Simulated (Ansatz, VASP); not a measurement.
Bi2Te3 in VASP and in Ansatz

The input INCAR:

```
ALGO     = Normal         # electronic algorithm
EDIFF    = 1E-6           # SCF threshold, eV
ENCUT    = 520            # plane-wave cutoff, eV
GGA      = PS             # functional
ISIF     = 2              # what is computed and relaxed
ISMEAR   = 0              # smearing method
LASPH    = True           # aspherical terms in the spheres
LCHARG   = True           # write CHGCAR
LELF     = True           # ELF
LREAL    = False          # projectors in reciprocal space
LVHAR    = True         
LWAVE    = False          # write WAVECAR
NBANDS   = 32             # bands
NELM     = 60             # most SCF steps
PREC     = Accurate       # precision mode
SIGMA    = 0.15           # smearing width, eV
```

The input KPOINTS:

```
k-points
0
Gamma
  12 12 12
```

Contents of POSCAR:

```
Bi2Te3
1.0
    2.3314423172      1.3460588494      8.9253172102
   -2.3314423172      1.3460588494      8.9253172102
    0.0000000000     -2.6921176989      8.9253172102
Bi Te
2 3
Direct
    0.8120000000      0.8120000000      0.8120000000
    0.4020000000      0.4020000000      0.4020000000
    0.6110000000      0.6110000000      0.6110000000
    0.2000000000      0.2000000000      0.2000000000
    0.0000000000      0.0000000000      0.0000000000
```

Input for Ansatz:

```yaml
crystal:
  lattice:
    - [2.3314423172, 1.3460588494, 8.9253172102]
    - [-2.3314423172, 1.3460588494, 8.9253172102]
    - [0.0, -2.6921176989, 8.9253172102]
  atoms:
    - { symbol: Bi, position: [0.812, 0.812, 0.812] }
    - { symbol: Bi, position: [0.402, 0.402, 0.402] }
    - { symbol: Te, position: [0.611, 0.611, 0.611] }
    - { symbol: Te, position: [0.2, 0.2, 0.2] }
    - { symbol: Te, position: [0.0, 0.0, 0.0] }
basis:
  ecutwfc: 420
kpoints:
  mp_grid: { grid: [12, 12, 12] }
hamiltonian:
  xc: pbesol
scf:
  occupations: { method: gaussian, width: 0.15 }
output:
  forces: true
  stress: true
  eigenvalues: true
```

Alike in both runs: task single point; functional PBEsol; k mesh 12 × 12 × 12; occupations gaussian, width 0.15 eV; no spin polarisation.

|  | VASP | Ansatz |
| --- | --- | --- |
| version | VASP 6.6.1 | Ansatz 0.2.0 |
| potentials or method | VASP PAW PBE potentials, release 64 (Bi_d, Te), cutoff 520 eV | scalar-relativistic, plane waves, PAW |
| valence electrons in the cell | 48 | 78 |

|  | VASP | Ansatz | Ansatz less VASP |
| --- | --- | --- | --- |
| gap on the k mesh at the Fermi level (eV) | none | none | - |
| pressure (GPa) | -1.3 | -1.3 | +0.01 |
| traceless stress, the component that is largest in VASP (GPa) | -0.12 | -0.10 | +0.016 |
| rms of the force components (eV/Å) | 0.389 | 0.386 | -0.0030 |

VASP's potentials were made for PBE, not for PBEsol. Atom by atom the forces differ by 0.003 eV/Å (rms over components). A gap of «none» marks a metal or a gap that the smearing closes. The functional is the same, so the differences come from potentials, cutoffs and numerics. VASP's potentials hold 48 valence electrons a cell and Ansatz's 78, so a difference there can come from the potentials and not from the codes.

Spin-orbit coupling is off throughout.
